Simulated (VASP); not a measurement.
A run of VASP 6.6.1:

The input POSCAR:

```
Fe
1.0
    1.4984397099      0.0000000000      1.9651051623
   -1.4984397099      1.9417396906      0.0000000000
   -2.9968794198     -1.9417396906      1.9651051623
Fe
2
Direct
    0.0000000000      0.0000000000      0.0000000000
    0.5000000000      0.5000000000      0.5000000000
```

The input INCAR.step1:

```
PREC = Accurate ; ENCUT = 660
ISMEAR = -1 ; SIGMA = 0.1
LREAL = F ; LASPH = T
NELM = 120 ; NBANDS = 15
GGA = PE ; ALGO = Normal
EDIFF = 1E-5 ; LWAVE = T
LCHARG = F ; GGA_COMPAT = F
```

Contents of INCAR.step2:

```
PREC = Accurate ; ENCUT = 660
EDIFF = 1E-6 ; ISMEAR = -1
SIGMA = 0.1 ; LREAL = F
LASPH = T ; NELM = 120
ALGO = Normal ; ISIF = 2
LWAVE = F ; LCHARG = T
METAGGA = R2SCAN ; LMIXTAU = T
LELF = T ; LVHAR = T
NBANDS = 15 ; ISTART = 1
GGA_COMPAT = F
```

The input KPOINTS:

```
regular mesh
0
Gamma
  11 11 7
```

Potentials or basis: VASP PAW PBE potentials, release 64 (Fe).

Run with:

```sh
$ cat potpaw_PBE.64/Fe/POTCAR > POTCAR
$ cp INCAR.step1 INCAR
$ mpirun -np 1 vasp_std > vasp.out
$ cp INCAR.step2 INCAR
$ mpirun -np 1 vasp_std > vasp.out
```

Hardware: 1 thread of Oxide Virtual Turin-like Processor, with other jobs on the host.

**Question.** How long does it take, and how much memory?

**Answer.** Run time: 16 min on 1 thread of Oxide Virtual Turin-like Processor, with other jobs on the host, peak memory 0.27 GiB. Counts: k points 424.
